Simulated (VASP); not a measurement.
The system is TaN.

```
Ta N
1.0
     5.20850    0.00000    0.00000
    -2.60425    4.51069    0.00000
     0.00000    0.00000    2.91475
Ta N
3 3
Direct
  0.00000 0.00000 0.00000
  0.33333 0.66667 0.50000
  0.66667 0.33333 0.50000
  0.39239 0.00000 0.00000
  0.60761 0.60761 0.00000
  0.00000 0.39239 0.00000
```

* Program: VASP 6.6.1
* Task: relaxation of cell and atoms
* Functional: LDA
* Potentials or basis: VASP PAW LDA potentials, release 64 (Ta_pv, N)
* Cutoff: 600 eV
* k mesh: 6 × 6 × 6
* Occupations: gaussian, width 0.1 eV
* Spin: no spin polarisation

At the start: pressure -10.2 GPa; volume 11.41 Å³/atom.

Q: How do energy, volume and symmetry change on relaxing?

A: Over 6 steps the energy falls by 11.8 meV/atom and the volume is 11.06 Å³/atom (-3.1 %); space group P-62m (No. 189, to 0.1 Å) before and after.

The path:
```tsv
step	energy change (eV)	largest force (eV/Å)	pressure (GPa)	volume (Å³)
1	0.0000	0.0102	-10.20	68.48
2	0.3818	0.3938	31.57	61.53
3	-0.0700	0.1053	-0.24	66.44
4	-0.0701	0.1085	0.04	66.38
5	-0.0701	0.1108	0.26	66.34
6	-0.0710	0.0080	0.16	66.35
```

Final structure:
```
Ta N
1.0
     5.16574    0.00000    0.00000
    -2.58287    4.47367    0.00000
     0.00000    0.00000    2.87091
Ta N
3 3
Direct
  0.00000 0.00000 0.00000
  0.33333 0.66667 0.50000
  0.66667 0.33333 0.50000
  0.39326 0.00000 0.00000
  0.60674 0.60674 0.00000
  0.00000 0.39326 0.00000
```
